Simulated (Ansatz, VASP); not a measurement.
## One calculation of SrO, two programs

```
Sr O
1.0
     0.00000    2.43155    2.43155
     2.43155    0.00000    2.43155
     2.43155    2.43155    0.00000
Sr O
1 1
Direct
  0.50000 0.50000 0.50000
  0.00000 0.00000 0.00000
```

Change from the starting cell: hydrostatic strain -5.8%.

Alike in both runs: task single point; functional HSE06; k mesh 6 × 6 × 6; no spin polarisation.

|  | VASP | Ansatz |
| --- | --- | --- |
| version | VASP 6.6.1 | Ansatz 0.2.0 |
| potentials or method | VASP PAW PBE potentials, release 64 (Sr_sv, O) | plane waves, PAW |
| plane-wave cutoff (eV) | 520 | 420 |
| occupations | gaussian, width 0.01 eV | fixed |
| valence electrons in the cell | 16 | 16 |

```tsv
	VASP	Ansatz	Ansatz less VASP
gap on the k mesh at the Fermi level (eV)	4.54	4.59	+0.053
pressure (GPa)	25.0	23.8	-1.21
```

Ansatz's warnings: stress exchange threshold loose, stress scf threshold loose.
